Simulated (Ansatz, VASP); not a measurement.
**Two plane-wave programs on CdH**

```
CELL_PARAMETERS angstrom
1.52126 0.87830 3.47748
-1.52126 0.87830 3.47748
0.00000 -1.75660 3.47748
ATOMIC_POSITIONS crystal
Cd 0.00000 0.00000 0.00000
H 0.50000 0.50000 0.50000
```

Alike in both runs: functional PBE; k mesh 24 × 24 × 24; occupations gaussian, width 0.1 eV; no spin polarisation.

Ansatz relaxed the structure, and its values are those at the end. VASP's run is a single point on that final structure, the one shown.

|  | VASP | Ansatz |
| --- | --- | --- |
| version | VASP 6.6.1 | Ansatz 0.2.0 |
| potentials or method | VASP PAW PBE potentials, release 64 (Cd, H), cutoff 520 eV | scalar-relativistic, plane waves, PAW |
| valence electrons in the cell | 13 | 21 |

VASP gave:

| Item | Value |
| --- | --- |
| gap on the k mesh at the Fermi level (eV) | none |
| pressure (GPa) | 0.2 |

Q: What did Ansatz give for the same quantities?

A: gap on the k mesh at the Fermi level (eV): none; pressure (GPa): 0.0.

A gap of «none» marks a metal or a gap that the smearing closes. VASP's potentials hold 13 valence electrons a cell and Ansatz's 21, so a difference there can come from the potentials and not from the codes.
